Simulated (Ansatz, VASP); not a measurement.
## One calculation of Rh, two programs

File INCAR:

```
SYSTEM = Rh
ALGO = Normal ; EDIFF = 1E-8
ENCUT = 520 ; GGA = PE
ISIF = 2 ; ISMEAR = -1
LASPH = .True. ; LCHARG = .False.
LEFG = .True. ; LREAL = .False.
LWAVE = .False. ; NBANDS = 14
NELM = 60 ; PREC = Accurate
SIGMA = 0.08
```

File KPOINTS:

```
k-points
0
Gamma
  16 16 16
  0 0 0
```

POSCAR

```
Rh
1.0
    0.0000000000      1.9265732643      1.9265732643
    1.9265732643      0.0000000000      1.9265732643
    1.9265732643      1.9265732643      0.0000000000
Rh
1
Direct
    0.0000000000      0.0000000000      0.0000000000
```

Input for Ansatz:

```yaml
crystal:
  lattice:
    - [0.0, 1.9265732643, 1.9265732643]
    - [1.9265732643, 0.0, 1.9265732643]
    - [1.9265732643, 1.9265732643, 0.0]
  atoms:
    - { symbol: Rh, position: [0.0, 0.0, 0.0] }
kpoints:
  mp_grid: { grid: [16, 16, 16] }
scf:
  occupations: { method: fermi_dirac, width: 0.08 }
hamiltonian:
  xc: pbe
  pseudopotentials: { kind: all_electron, datasets: crystal }
output:
  forces: true
  stress: true
  eigenvalues: true
  efg: { contact_densities: true }
```

Change from the starting cell: volume scaled by 1.04, crystal datasets.

Alike in both runs: task electric field gradients; functional PBE; k mesh 16 × 16 × 16; occupations fermi-dirac, width 0.08 eV; no spin polarisation.

|  | VASP | Ansatz |
| --- | --- | --- |
| version | VASP 6.6.1 | Ansatz 0.2.0 |
| potentials or method | VASP PAW PBE potentials, release 64 (Rh_pv), cutoff 520 eV | all-electron PAW with datasets made for the crystal, scalar-relativistic |

```csv
,VASP,Ansatz,Ansatz less VASP
pressure (GPa),-4.1,-4.2,-0.07
```

Ansatz ran all-electron here, and VASP with PAW potentials.
